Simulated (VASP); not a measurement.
Write the native input for VASP 6.6.1 that does the following.

* Task: single point
* Functional: PBEsol
* Potentials or basis: VASP PAW PBE potentials, release 64 (Zn)
* Cutoff: 520 eV
* k mesh: 18 × 18 × 18
* Occupations: gaussian, width 0.1 eV
* Spin: no spin polarisation
* Dipole correction: no
* Further INCAR settings: ALGO = Fast; EDIFF = 1e-07; NBANDS = 19

The structure of Zn lies in POSCAR:

```
Zn
1.0
   -2.5417281208      2.5417281208      1.2445495855
    2.5417281208     -2.5417281208      1.2445495855
    2.5417281208      2.5417281208     -1.2445495855
Zn
2
Direct
    0.7500000000      0.2500000000      0.5000000000
    0.0000000000      0.0000000000      0.0000000000
```

The input as run:

INCAR

```
SYSTEM = Zn
ALGO = Fast
EDIFF = 1E-7
ENCUT = 520
GGA = PS
ISIF = 2
ISMEAR = 0
LASPH = .True.
LCHARG = .False.
LREAL = .False.
LWAVE = .False.
NBANDS = 19
NELM = 60
PREC = Accurate
SIGMA = 0.1
```

KPOINTS

```
k-points
0
Gamma
  18 18 18
  0 0 0
```

Potentials or basis: VASP PAW PBE potentials, release 64 (Zn).

Command:

```sh
$ cat potpaw_PBE.64/Zn/POTCAR > POTCAR
$ mpirun -np 1 vasp_std > vasp.out
```

It gave:

The pressure is 0.3 GPa and the band gap on the k mesh is zero (bands 12 and 13 overlap by 7.24 eV).

Caveat: the PAW data sets were made with another functional, which shifts forces and pressure a little.

It took 3.2 min on 1 thread of AMD EPYC 9R45 96-Core Processor (Zen 5) (shared host), peak memory 0.31 GiB.
